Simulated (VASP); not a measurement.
## ZnO: single point with r2SCAN

The system is ZnO.

```xyz
4
Lattice="3.2352 0.0000 0.0000 -1.6176 2.8018 0.0000 0.0000 0.0000 5.2114" Properties=species:S:1:pos:R:3 pbc="T T T"
Zn    0.0000    0.0000   -0.0120
Zn    0.0000    1.8678    2.5937
O     0.0000    0.0000    1.9663
O     0.0000    1.8678    4.5720
```

| Item | Value |
| --- | --- |
| Program | VASP 6.6.1 |
| Task | single point |
| Functional | r2SCAN |
| Potentials or basis | VASP PAW PBE potentials, release 64 (Zn, O) |
| Cutoff | 520 eV |
| k mesh | 12 × 12 × 6 |
| Occupations | gaussian, width 0.02 eV |
| Spin | no spin polarisation |

The pressure is 1.0 GPa. The band gap on the k mesh is 1.23 eV, direct.

Stress tensor (GPa, compression positive):
```
1.01 0.00 0.00
0.00 1.01 0.00
0.00 0.00 1.10
```

Levels at points of the mesh, in eV from the valence-band top:
| k point | band 14 | band 15 | band 16 | band 17 | band 18 | band 19 | band 20 | band 21 | band 22 | band 23 |
| --- | --- | --- | --- | --- | --- | --- | --- | --- | --- | --- |
| (0.00, 0.00, 0.00) | -0.82 | -0.82 | -0.09 | 0.00 | 0.00 | 1.23 | 5.87 | 8.83 | 13.73 | 13.73 |
| (0.50, 0.00, 0.00) | -3.59 | -2.87 | -2.34 | -1.31 | -0.87 | 6.43 | 7.36 | 8.08 | 9.32 | 11.38 |
| (0.00, 0.00, 0.50) | -2.25 | -0.40 | -0.40 | -0.40 | -0.40 | 3.94 | 3.94 | 10.83 | 10.83 | 14.03 |
| (0.50, 0.00, 0.50) | -3.79 | -1.56 | -1.56 | -1.41 | -1.41 | 6.25 | 6.25 | 9.18 | 9.18 | 12.00 |

Run time: 2.8 min on 1 thread of Intel(R) Xeon(R) Platinum 8375C CPU @ 2.90GHz (Ice Lake), on a shared host, peak memory 0.22 GiB.

Caveat: the PAW data sets were made with another functional, which shifts forces and pressure a little. r2SCAN opens gaps a little over a GGA but as a rule still falls short of measured ones.
